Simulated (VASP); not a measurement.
Wanted: the native input for a VASP 6.6.1 run.

```yaml
Task: single point
Functional: PBE
Potentials_or_basis: VASP PAW PBE potentials, release 64 (Mo_sv)
Cutoff: 520 eV
k_mesh: 10 × 10 × 16
Occupations: fermi-dirac, width 0.1 eV
Spin: no spin polarisation
Dipole_correction: no
Further_INCAR_settings: ALGO = Normal; EDIFF = 1e-06; NBANDS = 28
```

The structure of Mo lies in POSCAR:

```
Mo
1.0
    4.6685867923      0.0000000000      0.0000000000
   -2.3342933962      4.0431147619      0.0000000000
    0.0000000000      0.0000000000      2.5629692001
Mo
3
Direct
    0.0000000000      0.0000000000      1.0000000000
    0.3333333333      0.6666666667      0.5000000000
    0.6666666667      0.3333333333      0.5000000000
```

This isn't the form of Mo at room conditions, which is bcc.

One way to write it, as run:

INCAR

```
ALGO     = Normal         # electronic algorithm
EDIFF    = 1E-6           # SCF threshold, eV
ENCUT    = 520            # plane-wave cutoff, eV
GGA      = PE             # functional
ISIF     = 2              # what is computed and relaxed
ISMEAR   = -1             # smearing method
LASPH    = T              # aspherical terms in the spheres
LCHARG   = F              # write CHGCAR
LREAL    = F              # projectors in reciprocal space
LWAVE    = F              # write WAVECAR
NBANDS   = 28             # bands
NELM     = 100            # most SCF steps
PREC     = Accurate       # precision mode
SIGMA    = 0.1            # smearing width, eV
```

KPOINTS

```
k-points
0
Gamma
  10 10 16
```

Potentials or basis: VASP PAW PBE potentials, release 64 (Mo_sv).

Run with:

```sh
$ cat potpaw_PBE.64/Mo_sv/POTCAR > POTCAR
$ mpirun -np 1 vasp_std > vasp.out
```

It gave:

- Pressure: 0.6 GPa
- Band gap on the k mesh: zero (bands 21 and 22 overlap by 1.34 eV)

Wall time 59 s on 1 thread of Intel(R) Xeon(R) 6975P-C (Granite Rapids) (shared host), peak memory 0.25 GiB.
